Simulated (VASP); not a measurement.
# TiTe2: single point with PBE

TiTe2:

```
CELL_PARAMETERS angstrom
3.76196 0.00000 0.00000
-1.88098 3.25795 0.00000
0.00000 0.00000 7.18143
ATOMIC_POSITIONS crystal
Ti 0.00000 0.00000 0.00000
Te 0.33333 0.66667 0.24220
Te 0.66667 0.33333 0.75780
```

* Program: VASP 6.6.1
* Task: single point
* Functional: PBE
* Potentials or basis: VASP PAW PBE potentials, release 64 (Ti_sv, Te)
* Cutoff: 520 eV
* k mesh: 10 × 10 × 6
* Occupations: gaussian, width 0.05 eV
* Spin: no spin polarisation
* Dipole correction: no
* Further INCAR settings: ALGO = Normal; EDIFF = 1e-07; NBANDS = 19

```json
{"Pressure": "-0.1 GPa", "Largest force": "0.015 eV/Å", "Band gap on the k mesh": "zero (bands 12 and 13 overlap by 0.64 eV)"}
```

Forces on the atoms (eV/Å):
```
Ti   0.000  0.000  0.000
Te   0.000  0.000  0.015
Te   0.000  0.000 -0.015
```

Stress tensor (GPa, compression positive):
```
-0.18  0.00  0.00
 0.00 -0.18  0.00
 0.00  0.00 -0.08
```

Levels at points of the mesh, in eV from the Fermi level:
```tsv
k point	band 9	band 10	band 11	band 12	band 13	band 14	band 15	band 16
(0.00, 0.00, 0.00)	-1.49	-0.31	0.32	0.43	0.43	1.15	1.15	3.26
(0.50, 0.00, 0.00)	-2.28	-2.22	-1.71	-0.77	-0.02	1.18	1.51	2.56
(0.00, 0.00, 0.50)	-1.47	-1.47	0.42	0.42	0.81	1.06	1.06	3.40
(0.50, 0.00, 0.50)	-2.34	-1.80	-1.35	-0.59	-0.22	1.18	1.50	2.85
```

It took 3.6 min on 1 thread of AMD EPYC 7R43 64-Core Processor (Zen 3) (shared host), peak memory 0.23 GiB.

Caveat: spin-orbit coupling is left out, which moves the levels of the heavy elements; this functional lacks dispersion, which binds the layers, so the pressure and a relaxed spacing across them are unreliable.
